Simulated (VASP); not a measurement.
Runs of VASP 6.6.1 on BaF2. The structure is that of space group Fm-3m (No. 225), or close to it. The cells are those of the table. 

```csv
level,potentials or basis,spin,cell,cutoff (eV),smearing,k mesh for the DOS,occupations for the DOS,gap on the mesh (eV),pressure (GPa),moment (μB)
LDA,"VASP PAW LDA potentials, release 64 (Ba_sv, F)",off,"a = 4.417 Å, angles 60.0°, 3 atoms",600,gaussian 0.02 eV,-,-,6.31,(a),-
PBE,"VASP PAW PBE potentials, release 64 (Ba_sv, F)",off,"a = 4.384 Å, angles 60.0°, 3 atoms",600,gaussian 0.1 eV,-,-,6.78,2.3,-
r2SCAN,"VASP PAW PBE potentials, release 64 (Ba_sv, F)",off,"a = 4.417 Å, angles 60.0°, 3 atoms",660,gaussian 0.02 eV,-,-,7.25,-0.6,-
PBE,"VASP PAW PBE potentials, release 64 (Ba_sv, F)","non-collinear, zero start, SOC","a = 4.417 Å, angles 60.0°, 3 atoms",600,gaussian 0.02 eV,-,-,-,0.9,0.00
PBEsol,"VASP PAW PBE potentials, release 64 (Ba_sv, F)",off,"a = 4.503 Å, angles 60.0°, 3 atoms",600,gaussian 0.02 eV,-,-,(c),(b),-
PBE,"VASP PAW PBE potentials, release 64 (Ba_sv, F)","non-collinear, zero start, SOC","a = 4.460 Å, angles 60.0°, 3 atoms",600,gaussian 0.02 eV,-,-,-,-0.7,0.00
PBE,"VASP PAW PBE potentials, release 64 (Ba_sv, F)","non-collinear, zero start, SOC","a = 4.417 Å, angles 60.0°, 3 atoms",520,gaussian 0.02 eV,9 × 9 × 9,tetrahedron,-,-,0.00
```

Alike in all rows: task single point; k mesh 6 × 6 × 6.

Question: Fill in the values left out.

Answer: (a) -4.6; (b) -4.5; (c) 6.30.

Caveats: spin-orbit coupling is left out, which moves the levels of the heavy elements (at least some runs); the cell stands under tension (at least some runs); the PAW data sets were made with another functional, which shifts forces and pressure a little (at least some runs).

A k mesh can miss the band edges, and rows without SOC leave out spin-orbit coupling on Ba.
